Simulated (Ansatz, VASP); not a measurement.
# PbO: VASP beside Ansatz

```
Pb O
1.0
     0.00000    2.79878    2.79878
     2.79878    0.00000    2.79878
     2.79878    2.79878    0.00000
Pb O
1 1
Cartesian
  0.0000 0.0000 0.0000
  1.3994 1.3994 1.3994
```

Alike in both runs: task single point; functional r2SCAN; k mesh 8 × 8 × 8; no spin polarisation.

```csv
,VASP,Ansatz
version,VASP 6.6.1,Ansatz 0.2.0
potentials or method,"VASP PAW PBE potentials, release 64 (Pb_d, O)","plane waves, PAW"
plane-wave cutoff (eV),520,500
occupations,"gaussian, width 0.01 eV",fixed
valence electrons in the cell,20,20
```

Ansatz gave:

| Quantity | Value |
| --- | --- |
| gap on the k mesh at the Fermi level (eV) | 0.62 |
| pressure (GPa) | 0.0 |

Q: What did VASP give for the same quantities?

A: gap on the k mesh at the Fermi level (eV): 0.61; pressure (GPa): 0.3.

VASP's potentials were made for PBE, not for r2SCAN.

Spin-orbit coupling is off throughout.
